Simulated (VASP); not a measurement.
Ag:

```
CELL_PARAMETERS angstrom
-2.53744 2.53744 1.38422
2.53744 -2.53744 1.38422
2.53744 2.53744 -1.38422
ATOMIC_POSITIONS crystal
Ag 0.00000 0.00000 0.00000
Ag 0.75000 0.25000 0.50000
```

* Program: VASP 6.6.1
* Task: relaxation of cell and atoms
* Functional: r2SCAN
* Potentials or basis: VASP PAW PBE potentials, release 64 (Ag)
* Cutoff: 600 eV
* k mesh: 8 × 8 × 8
* Occupations: gaussian, width 0.1 eV
* Spin: no spin polarisation

At the start: pressure 7.4 GPa; volume 17.82 Å³/atom.

Where does the relaxation end?

Over 4 steps the energy falls by 44.5 meV/atom and the volume is 19.09 Å³/atom (+7.1 %); space group I4_1/amd (No. 141, to 0.05 Å).

Step by step:
```
step  energy change (eV)  largest force (eV/Å)  pressure (GPa)  volume (Å³)
   1              0.0000                0.0000            7.44        35.65
   2             -0.0670                0.0000           -3.59        40.06
   3             -0.0848                0.0000           -0.78        38.53
   4             -0.0891                0.0000            0.00        38.18
```

Final structure:
```
Ag
1.0
    -2.64008    2.64008    1.36926
     2.64008   -2.64008    1.36926
     2.64008    2.64008   -1.36926
Ag
2
Cartesian
  0.0000 5.2802 0.0000
  0.0000 2.6401 0.6846
```

Caveat: the PAW data sets were made with another functional, which shifts forces and pressure a little.
